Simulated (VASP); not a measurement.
# Si8HO16 (a cell with a defect) in VASP: further runs

Runs on Si8HO16 (a cell with a defect). Level: LDA. Tasks: single point.

All numbers are computed with VASP 6.6.1; they aren't measurements. Logs are shortened: lines on timing, memory, paths and dates and some standing lists are left out, and cuts for length are marked.

## (1) The cell of the first run

The cell holds a defect, 25 atoms: a = 7.051 Å, b = 7.051 Å, c = 6.977 Å, α = 90.00°, β = 90.00°, γ = 90.00°.

## (2) Single point, LDA, collinear spin, ferromagnetic start

Contents of INCAR:

```
SYSTEM = Si8HO16
PREC = Accurate ; ENCUT = 520
EDIFF = 1E-6 ; ISMEAR = -1
SIGMA = 0.02 ; LREAL = Auto
LASPH = .TRUE. ; NELM = 150
ALGO = Normal ; ISIF = 2
LWAVE = .FALSE. ; LCHARG = .FALSE.
ISPIN = 2 ; MAGMOM = 0 0 0 0 0 0 0 0 0 0 0 0 0 0 0 0 0 0 0 0 0 0 0 0 1
LORBIT = 11 ; GGA = CA
NBANDS = 86
```

Contents of KPOINTS:

```
regular mesh
0
G
  1 1 1
  0 0 0
```

Contents of POSCAR:

```
Si8HO16
1.0
   -4.9860000000     -4.9860000000      0.0000000000
    4.9860000000     -4.9860000000      0.0000000000
    0.0000000000      0.0000000000      6.9770000000
Si O H
8 16 1
Direct
    0.2355896510      0.5310770156     -0.0166547227
    0.0310168472      0.2519153630      0.2471692705
    0.8050340955      0.5360409146      0.4891357317
    0.0163758524      0.8302747694      0.7255410635
    0.7460088247      0.0085840353      0.0264296976
    0.4879663057      0.7261131167      0.2755338971
    0.3052847974      0.0408644204      0.5102049592
    0.5480946651      0.2832129964      0.7652859395
    0.3433914962      0.5855896510      0.1679661746
    0.9436020858      0.3648816687      0.4206822417
    0.6877256318      0.4383473726      0.6626200373
    0.1635078219      0.6961592459      0.8439013903
    0.9052146009      0.7223425592      0.5633223448
    0.6741676695      0.6038708383      0.3210118962
    0.0654031288      0.3876855195      0.0602264584
    0.3470116326      0.4106498195      0.8299842339
    0.9149418371      0.0757320497      0.1647269600
    0.3715202567      0.8154031288      0.4517844346
    0.1136883273      1.0181407942      0.6395728823
    0.6455575612      0.1927496992      0.9494195213
    0.4678800642      0.1335439230      0.6143758062
    0.2391596470      0.1808965102      0.3410778271
    0.5966907341      0.8774568793      0.1458076537
    0.8527276374      0.9008223024      0.8676078544
    0.1550842359      0.0358704372      0.0046581625
```

Potentials or basis: VASP PAW LDA potentials, release 64 (Si, O, H).

On the command line:

```bash
cat potpaw_LDA.64/Si/POTCAR potpaw_LDA.64/O/POTCAR potpaw_LDA.64/H/POTCAR > POTCAR
mpirun -np 1 vasp_gam > vasp.out
```

OUTCAR:

```text
SYSTEM = Si8HO16
   PREC = Accurate
   ENCUT = 520
   EDIFF = 1E-6
   ISMEAR = -1
   LREAL = Auto
   LASPH = .TRUE.
   NELM = 150
   ISIF = 2
   ISPIN = 2
   LORBIT = 11
   GGA = CA

 ion  position               nearest neighbor table
   1  0.236  0.531  0.983-   9 1.54  16 1.58  12 1.60  15 1.66   6 3.04   2 3.06
   2  0.031  0.252  0.247-  10 1.57  17 1.60  15 1.64  22 1.68   7 3.05   1 3.06   5 3.06   3 3.07

   3  0.805  0.536  0.489-  14 1.57  13 1.58  11 1.62  10 1.62   6 3.00   4 3.04   2 3.07
   4  0.016  0.830  0.726-  13 1.57  24 1.60  19 1.61  12 1.63   7 2.93   3 3.04   5 3.10
   5  0.746  0.009  0.026-  24 1.54  20 1.57  17 1.60  23 1.63   8 3.00   2 3.06   4 3.10
   6  0.488  0.726  0.276-  23 1.60  14 1.60  18 1.61   9 1.61   3 3.00   1 3.04   7 3.04
   7  0.305  0.041  0.510-  21 1.51  22 1.61  19 1.63  18 1.71   4 2.93   8 3.00   6 3.04   2 3.05

   8  0.548  0.283  0.765-  20 1.59  21 1.59  11 1.64  16 1.74   5 3.00   7 3.00
   9  0.343  0.586  0.168-   1 1.54   6 1.61
  10  0.944  0.365  0.421-   2 1.57   3 1.62
  11  0.688  0.438  0.663-   3 1.62   8 1.64
  12  0.164  0.696  0.844-   1 1.60   4 1.63
  13  0.905  0.722  0.563-   4 1.57   3 1.58
  14  0.674  0.604  0.321-   3 1.57   6 1.60
[... 8 lines left out ...]
  23  0.597  0.877  0.146-   6 1.60   5 1.63
  24  0.853  0.901  0.868-   5 1.54   4 1.60
  25  0.155  0.036  0.005-

  LATTYP: Found a simple tetragonal cell.
 ALAT       =     7.0512688220
 C/A-ratio  =     0.9894673109

  Lattice vectors:

 A1 = (  -4.9860000000,  -4.9860000000,   0.0000000000)
 A2 = (   4.9860000000,  -4.9860000000,   0.0000000000)
 A3 = (   0.0000000000,   0.0000000000,   6.9770000000)

Analysis of symmetry for initial positions (statically):
=====================================================================
 Subroutine PRICEL returns:
 Original cell was already a primitive cell.

 Routine SETGRP: Setting up the symmetry group for a
 simple tetragonal supercell.

 Subroutine GETGRP returns: Found  1 space group operations
 (whereof  1 operations were pure point group operations)
 out of a pool of 16 trial point group operations.

The static configuration has the point symmetry C_1 .

Analysis of symmetry for dynamics (positions and initial velocities):
=====================================================================
 Subroutine PRICEL returns:
 Original cell was already a primitive cell.

 Routine SETGRP: Setting up the symmetry group for a
 simple tetragonal supercell.

 Subroutine GETGRP returns: Found  1 space group operations
[... 180 lines left out ...]
  ---------------------------------------------------
  ext. energy  EPLUGINS =         0.00000000
  ---------------------------------------------------
  free energy    TOTEN  =      -206.17368263 eV

  energy without entropy =     -206.17368263  energy(sigma->0) =     -206.17368263

 E-fermi :   1.9482     XC(G=0):  -9.0082

 val. band max:        1.4513293054   @ k =   0.0000   0.0000   0.0000
 cond. band min:       3.8582760245   @ k =   0.0000   0.0000   0.0000
 fundamental gap:      2.4069467191
 Fermi energy:         1.9481726567

 spin component 1

 k-point     1 :       0.0000    0.0000    0.0000
  band No.  band energies     occupation
      1     -19.5447      1.00000
      2     -18.9311      1.00000
      3     -18.7931      1.00000
      4     -18.6257      1.00000
      5     -18.4138      1.00000
      6     -18.2990      1.00000
[... 68 lines left out ...]
     75       9.2141      0.00000
     76       9.4191      0.00000
 Fermi energy:         1.9481726567

 spin component 2

 k-point     1 :       0.0000    0.0000    0.0000
  band No.  band energies     occupation
      1     -19.5344      1.00000
      2     -18.9274      1.00000
      3     -18.7792      1.00000
      4     -18.6199      1.00000
      5     -18.4040      1.00000
      6     -18.2736      1.00000
[... 68 lines left out ...]
     75       9.2391      0.00000
     76       9.4366      0.00000
 [bands above 76 left out]

------------------------ aborting loop because EDIFF is reached ----------------------------------------

  FORCE on cell =-STRESS in cart. coord.  units (eV):
  Direction    XX          YY          ZZ          XY          YZ          ZX
  --------------------------------------------------------------------------------------
  -------------------------------------------------------------------------------------
  Total        0.7709195      5.2469182     11.6552240      0.2971486     -9.9241382      0.5072441
  in kB        3.5605439     24.2332471     53.8304414      1.3724009    -45.8353044      2.3427413
  external PRESSURE =      27.2080775 kB  Pullay stress =       0.0000000 kB

 VOLUME and BASIS-vectors are now :
 -----------------------------------------------------------------------------
  energy-cutoff  :      520.00
  volume of cell :      346.90
      direct lattice vectors                 reciprocal lattice vectors
    -4.986000000 -4.986000000  0.000000000    -0.100280786 -0.100280786  0.000000000
     4.986000000 -4.986000000  0.000000000     0.100280786 -0.100280786  0.000000000
     0.000000000  0.000000000  6.977000000     0.000000000  0.000000000  0.143328078

 POSITION                                       TOTAL-FORCE (eV/Angst)
 -----------------------------------------------------------------------------------
      1.47330     -3.82260      6.86080         0.165291      3.135087     -1.680108
      1.10140     -1.41070      1.72450        -1.690581     -1.979111     -0.848086
     -1.34120     -6.68660      3.41270        -1.410634      1.407946      0.917197
      4.05810     -4.22140      5.06210        -0.355170     -0.542902      1.647151
     -3.67680     -3.76240      0.18440        -0.073372      0.958294      2.461046
      1.18740     -6.05340      1.92240        -0.487762     -0.306433     -0.321914
[... 17 lines left out ...]
      0.23980     -8.74320      6.05330        -0.953176      0.795076     -1.449353
     -0.59440     -0.95210      0.03250        -0.302531     -0.216877     -0.120572
 -----------------------------------------------------------------------------------
    total drift:                               -0.000444     -0.002250     -0.000507

  FREE ENERGIE OF THE ION-ELECTRON SYSTEM (eV)
  ---------------------------------------------------
  free  energy   TOTEN  =      -206.1736826331 eV

  energy  without entropy=     -206.1736826331  energy(sigma->0) =     -206.17368263

 total charge

# of ion       s       p       d       tot
------------------------------------------
    1        0.665   1.067   0.000   1.732
    2        0.653   1.012   0.000   1.665
    3        0.661   1.055   0.000   1.716
    4        0.657   1.044   0.000   1.701
    5        0.663   1.074   0.000   1.738
    6        0.658   1.042   0.000   1.700
[... 17 lines left out ...]
   24        1.542   3.754   0.000   5.296
   25        0.374   0.003   0.000   0.377
--------------------------------------------------
tot         30.303  67.425   0.000  97.728

 magnetization (x)

# of ion       s       p       d       tot
------------------------------------------
    1       -0.000  -0.000   0.000  -0.000
    2       -0.000  -0.001   0.000  -0.002
    3        0.000  -0.000   0.000   0.000
    4       -0.000  -0.001   0.000  -0.001
    5        0.000   0.000   0.000   0.001
    6        0.000  -0.000   0.000   0.000
[... 17 lines left out ...]
   24        0.001   0.006   0.000   0.006
   25        0.334   0.000   0.000   0.334
--------------------------------------------------
tot          0.355   0.096   0.000   0.451
```

OSZICAR:

```text
N       E                     dE             d eps       ncg     rms          rms(c)
DAV:   1     0.113539216096E+04    0.11354E+04   -0.75517E+04   344   0.145E+03
DAV:   2    -0.144332975976E+03   -0.12797E+04   -0.12363E+04   444   0.358E+02
DAV:   3    -0.232854971431E+03   -0.88522E+02   -0.88122E+02   408   0.102E+02
DAV:   4    -0.234364377266E+03   -0.15094E+01   -0.15048E+01   432   0.144E+01
DAV:   5    -0.234393767546E+03   -0.29390E-01   -0.29354E-01   424   0.197E+00    0.435E+01
DAV:   6    -0.206967348695E+03    0.27426E+02   -0.10779E+02   408   0.341E+01    0.217E+01
DAV:   7    -0.206473128823E+03    0.49422E+00   -0.33459E+00   416   0.570E+00    0.754E+00
DAV:   8    -0.206216780433E+03    0.25635E+00   -0.19472E-01   432   0.187E+00    0.305E+00
DAV:   9    -0.206169696682E+03    0.47084E-01   -0.72138E-02   416   0.121E+00    0.718E-01
DAV:  10    -0.206172131488E+03   -0.24348E-02   -0.53999E-03   408   0.293E-01    0.360E-01
DAV:  11    -0.206173111687E+03   -0.98020E-03   -0.17218E-03   424   0.181E-01    0.175E-01
DAV:  12    -0.206173584993E+03   -0.47331E-03   -0.26407E-04   408   0.824E-02    0.458E-02
DAV:  13    -0.206173664495E+03   -0.79503E-04   -0.16401E-04   432   0.635E-02    0.217E-02
DAV:  14    -0.206173677266E+03   -0.12771E-04   -0.24055E-05   408   0.205E-02    0.174E-02
DAV:  15    -0.206173682172E+03   -0.49060E-05   -0.10610E-05   400   0.130E-02    0.668E-03
DAV:  16    -0.206173682633E+03   -0.46067E-06   -0.15255E-06   288   0.656E-03
   1 F= -.20617368E+03 E0= -.20617368E+03  d E =-.840508E-11  mag=     1.0000
```

Run time: 3.1 min. Hardware: 1 thread of AMD EPYC 7R13, shared host; peak memory 0.29 GiB.

Results:

```yaml
Free_energy: -206.1737 eV
Pressure: 2.7 GPa
Largest_force: 4.895 eV/Å
Band_gap_on_the_k_mesh: 2.41 eV
Net_moment: 1.00 μB per cell
Site_moments: Si -0.00, +0.00; O +0.00, +0.02, +0.01, +0.05; H +0.33 μB
Valence_electrons_inside_the_program's_atomic_spheres: Si 1.73, 1.67, 1.72, 1.70, 1.74, 1.61; O 5.27, 5.24, 5.21, 5.22, 5.28, 5.18, 5.17, 5.26, 5.32, 5.23, 5.30; H 0.38
```

Forces on the atoms (eV/Å):
```
Si   0.165  3.135 -1.680
Si  -1.691 -1.979 -0.848
Si  -1.411  1.408  0.917
Si  -0.355 -0.543  1.647
Si  -0.073  0.958  2.461
Si  -0.488 -0.306 -0.322
Si   0.474  4.319 -2.255
Si   4.186 -1.181  0.219
O    0.066 -1.850  1.504
O    1.430 -0.153  0.557
O   -0.035  1.033  0.645
O    1.644 -0.236 -0.113
O   -0.631 -0.150 -0.670
O   -0.058  1.153  0.031
O    0.231 -0.552  0.400
O   -4.504 -0.818 -1.176
O    0.173  0.242  1.409
O    1.635 -1.198  0.152
O   -0.850 -0.100 -0.032
O    1.206 -0.054 -0.608
O   -1.690 -3.309  1.974
O    0.472  0.751 -1.263
O    1.359 -1.148 -1.379
O   -0.953  0.795 -1.449
H   -0.303 -0.217 -0.121
```

Stress tensor (GPa, compression positive):
```
 0.36  0.14  0.23
 0.14  2.42 -4.58
 0.23 -4.58  5.38
```

Caveat: the k points lie up to 0.90 Å⁻¹ apart.

## (3) Single point, LDA, collinear spin, ferromagnetic start

Contents of INCAR:

```
ALGO = Normal ; EDIFF = 1E-6
ENCUT = 520 ; ISIF = 2
ISMEAR = -1 ; ISPIN = 2
LASPH = True ; LCHARG = True
LELF = True ; LORBIT = 11
LREAL = Auto ; LVHAR = True
LWAVE = False ; MAGMOM = 0 0 0 0 0 0 0 0 0 0 0 0 0 0 0 0 0 0 0 0 0 0 0 0 1
NBANDS = 86 ; NELM = 150
PREC = Accurate ; SIGMA = 0.02
```

Contents of KPOINTS:

```
k-points
0
Gamma
  1 1 1
```

Contents of POSCAR:

```
Si8HO16
1.0
   -4.9860000000     -4.9860000000      0.0000000000
    4.9860000000     -4.9860000000      0.0000000000
    0.0000000000      0.0000000000      6.9770000000
Si O H
8 16 1
Direct
    0.2226233454      0.5384677096     -0.0104342841
    0.0416265544      0.2513939029      0.2557689551
    0.7999097473      0.5290914561      0.5019205962
    0.0120637786      0.8378359406      0.7257130572
    0.7617629362      0.0185018051      0.0356600258
    0.5028178901      0.7541415965      0.2556256271
    0.3160048135      0.0471921380      0.5132291816
    0.5521760931      0.2939731247      0.7836605991
    0.3552647413      0.6428098676      0.1305145478
    0.8998596069      0.3543120738      0.4070660742
    0.6880064180      0.4688327316      0.6905116812
    0.1478138789      0.6909747292      0.8455496632
    0.9612013638      0.6974027276      0.5352157088
    0.6474227838      0.6037605295      0.3437293966
    0.0519554753      0.4168973125      0.0865988247
    0.3569394304      0.4003810670      0.8575605561
    0.9165162455      0.0813778580      0.1954851655
    0.3982250301      0.8464199759      0.4437867278
    0.1409045327      1.0110810269      0.6491758636
    0.6794925792      0.2217308464      0.9703740863
    0.4980445247      0.1468010429      0.6029238928
    0.2548235058      0.1984255917      0.3240934499
    0.5761732852      0.9153630164      0.1192346281
    0.8352787806      0.9036301645      0.8445033682
    0.3414661051     -0.0204271961     -0.0392862262
```

Potentials or basis: VASP PAW LDA potentials, release 64 (Si, O, H).

On the command line:

```bash
cat potpaw_LDA.64/Si/POTCAR potpaw_LDA.64/O/POTCAR potpaw_LDA.64/H/POTCAR > POTCAR
mpirun -np 1 vasp_gam > vasp.out
```

OUTCAR:

```text
EDIFF = 1E-6
   ENCUT = 520
   ISIF = 2
   ISMEAR = -1
   ISPIN = 2
   LASPH = True
   LORBIT = 11
   LREAL = Auto
   NELM = 150
   PREC = Accurate

 ion  position               nearest neighbor table
   1  0.223  0.538  0.990-   9 1.54  12 1.56  15 1.63  16 1.64   2 3.03   6 3.11
   2  0.042  0.251  0.256-  17 1.55  22 1.62  10 1.62  15 1.66   5 2.99   7 3.01   1 3.03   3 3.11

   3  0.800  0.529  0.502-  10 1.57  11 1.59  14 1.63  13 1.66   4 3.07   8 3.11   2 3.11   6 3.14

   4  0.012  0.838  0.726-  24 1.57  19 1.61  12 1.64  13 1.70   7 3.00   5 3.07   3 3.07
   5  0.762  0.019  0.036-  23 1.61  20 1.61  17 1.62  24 1.64   2 2.99   8 3.01   6 3.03   4 3.07

   6  0.503  0.754  0.256-   9 1.57  23 1.57  14 1.59  18 1.64   5 3.03   7 3.04   1 3.11   3 3.14

   7  0.316  0.047  0.513-  19 1.58  21 1.59  18 1.60  22 1.75   4 3.00   2 3.01   6 3.04   8 3.06

   8  0.552  0.294  0.784-  16 1.65  20 1.66  21 1.68  11 1.69   5 3.01   7 3.06   3 3.11
   9  0.355  0.643  0.131-   1 1.54   6 1.57
  10  0.900  0.354  0.407-   3 1.57   2 1.62
  11  0.688  0.469  0.691-   3 1.59   8 1.69
  12  0.148  0.691  0.846-   1 1.56   4 1.64
[... 414 lines left out ...]

 VOLUME and BASIS-vectors are now :
 -----------------------------------------------------------------------------
  energy-cutoff  :      520.00
  volume of cell :      346.90
      direct lattice vectors                 reciprocal lattice vectors
    -4.986000000 -4.986000000  0.000000000    -0.100280786 -0.100280786  0.000000000
     4.986000000 -4.986000000  0.000000000     0.100280786 -0.100280786  0.000000000
     0.000000000  0.000000000  6.977000000     0.000000000  0.000000000  0.143328078

 POSITION                                       TOTAL-FORCE (eV/Angst)
 -----------------------------------------------------------------------------------
      1.57480     -3.79480      6.90420        -1.740355      1.789258     -1.408994
      1.04590     -1.46100      1.78450         2.317060     -3.016643      0.295264
     -1.35030     -6.62640      3.50190         1.148526     -1.220730     -0.519185
      4.11730     -4.23760      5.06330        -3.825834      1.222911     -1.999927
     -3.70590     -3.89040      0.24880         0.835732     -0.683234     -0.430935
      1.25310     -6.26720      1.78350        -0.285593      1.471811      2.636243
[... 17 lines left out ...]
      0.34080     -8.67020      5.89210         1.273020      0.065069      1.646679
      3.18160     -6.58670      6.70290         0.237549     -0.008866     -0.098053
 -----------------------------------------------------------------------------------
    total drift:                               -0.011759     -0.001054     -0.007448

  FREE ENERGIE OF THE ION-ELECTRON SYSTEM (eV)
  ---------------------------------------------------
  free  energy   TOTEN  =      -206.1989324785 eV

  energy  without entropy=     -206.1989324785  energy(sigma->0) =     -206.19893248

 total charge

# of ion       s       p       d       tot
------------------------------------------
    1        0.661   1.064   0.000   1.724
    2        0.662   1.034   0.000   1.696
    3        0.656   1.030   0.000   1.687
    4        0.648   0.998   0.000   1.646
    5        0.652   1.008   0.000   1.660
    6        0.663   1.066   0.000   1.729
[... 17 lines left out ...]
   24        1.542   3.684   0.000   5.225
   25        0.366   0.002   0.000   0.368
--------------------------------------------------
tot         30.257  66.902   0.000  97.160

 magnetization (x)

# of ion       s       p       d       tot
------------------------------------------
    1       -0.000   0.000   0.000  -0.000
    2        0.000  -0.000   0.000   0.000
    3        0.000  -0.000   0.000   0.000
    4       -0.000  -0.000   0.000  -0.000
    5        0.000   0.001   0.000   0.001
    6       -0.000   0.001   0.000   0.001
[... 17 lines left out ...]
   24        0.000  -0.000   0.000   0.000
   25        0.335   0.000   0.000   0.336
--------------------------------------------------
tot          0.357   0.076   0.000   0.433
```

stdout:

```text
POSCAR found type information on POSCAR SiO H
 POSCAR found :  3 types and      25 ions
 scaLAPACK will be used
 LDA part: xc-table for (Slater(with rela. corr.)+CA(PZ))
 , standard interpolation
 POSCAR, INCAR and KPOINTS ok, starting setup
 FFT: planning ... GRIDC
 FFT: planning ... GRID_SOFT
 FFT: planning ... GRID
 WAVECAR not read
 entering main loop
```

Run time: 3.6 min. Hardware: 1 thread of AMD EPYC 7R13, shared host; peak memory 0.29 GiB.

What came out:

* Free energy: -206.1989 eV
* Pressure: -0.8 GPa
* Largest force: 4.487 eV/Å
* Band gap on the k mesh: 2.51 eV
* Net moment: 1.00 μB per cell
* Site moments: Si -0.00, +0.00; O +0.00, +0.01, -0.00, +0.04; H +0.34 μB
* Valence electrons inside the program's atomic spheres: Si 1.72, 1.70, 1.69, 1.65, 1.66, 1.73, 1.67, 1.54; O 5.31, 5.26, 5.19, 5.25, 5.14, 5.23, 5.18, 5.21, 5.24, 5.12, 5.22; H 0.37

Forces in eV/Å, atoms in the order of the input:
```
Si  -1.740  1.789 -1.409
Si   2.317 -3.017  0.295
Si   1.149 -1.221 -0.519
Si  -3.826  1.223 -2.000
Si   0.836 -0.683 -0.431
Si  -0.286  1.472  2.636
Si   0.274 -1.170 -2.772
Si   1.618 -1.476 -0.224
O   -0.016 -0.371  1.341
O   -1.872 -0.004  0.171
O   -0.319  1.634  1.050
O    2.550 -0.331 -0.885
O    1.436  0.110  1.511
O   -0.169 -0.647 -0.144
O   -1.048 -0.302  0.204
O   -1.492  0.209 -0.185
O   -1.696  3.301 -1.661
O    0.134  0.148 -1.030
O    0.988  0.628  0.629
O    0.918  0.634 -2.117
O    0.441 -1.802  2.495
O   -0.963  1.432  1.908
O   -0.745 -1.612 -0.413
O    1.273  0.065  1.647
H    0.238 -0.009 -0.098
```

Stress tensor (GPa, compression positive):
```
-1.52 -0.05  0.07
-0.05  0.89 -0.75
 0.07 -0.75 -1.73
```

Levels at points of the mesh, in eV from the valence-band top:
Spin up:
```tsv
k point	band 62	band 63	band 64	band 65	band 66	band 67	band 68	band 69
(0.00, 0.00, 0.00)	-1.38	-1.13	-1.02	0.00	4.36	6.12	6.57	6.92
```
Spin down:
```csv
k point,band 61,band 62,band 63,band 64,band 65,band 66,band 67,band 68
"(0.00, 0.00, 0.00)",-1.55,-1.36,-1.11,-1.01,2.51,4.79,6.20,6.69
```

Caveat: the k points lie up to 0.90 Å⁻¹ apart.
